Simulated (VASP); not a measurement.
Write the native input for VASP 6.6.1 that does the following.

* Task: single point
* Functional: PBEsol
* Potentials or basis: VASP PAW PBE potentials, release 64 (Na_pv)
* Cutoff: 520 eV
* k mesh: 15 × 15 × 4
* Occupations: gaussian, width 0.1 eV
* Spin: no spin polarisation
* Dipole correction: no
* Further INCAR settings: ALGO = Fast; EDIFF = 1e-06; NBANDS = 22

The structure of Na lies in POSCAR:

```
Na
1.0
    3.6472086157      0.0000000000      0.0000000000
   -1.8236043079      3.1585753141      0.0000000000
    0.0000000000      0.0000000000     11.9810405833
Na
4
Direct
    0.0000000000      0.0000000000      0.0000000000
    0.3333333300      0.6666666700      0.2500000000
    0.0000000000      0.0000000000      0.5000000000
    0.6666666700      0.3333333300      0.7500000000
```

This isn't the form of Na at room conditions, which is bcc.

This cell differs from its parent crystal: strained.

These files were run (other wordings do the same):

INCAR

```
SYSTEM = Na
  PREC = Accurate
  ENCUT = 520
  EDIFF = 1E-6
  ISMEAR = 0
  SIGMA = 0.1
  LREAL = .False.
  LASPH = .True.
  NELM = 80
  ALGO = Fast
  ISIF = 2
  LWAVE = .False.
  LCHARG = .False.
  GGA = PS
  NBANDS = 22
```

KPOINTS

```
Automatic mesh
0
Gamma
  15 15 4
  0 0 0
```

Potentials or basis: VASP PAW PBE potentials, release 64 (Na_pv).

Launch:

```bash
$ cat potpaw_PBE.64/Na_pv/POTCAR > POTCAR
$ mpirun -np 1 vasp_std > vasp.out
```

It gave:

```json
{"Pressure": "-0.3 GPa", "Band gap on the k mesh": "zero (bands 14 and 15 overlap by 3.91 eV)"}
```

Caveat: the cell differs from its parent crystal (strained); the PAW data sets were made with another functional, which shifts forces and pressure a little.

Run time: 3 min on 1 thread of Intel(R) Xeon(R) Platinum 8124M CPU @ 3.00GHz (Skylake/Cascade Lake), with other jobs on the host, peak memory 0.34 GiB.
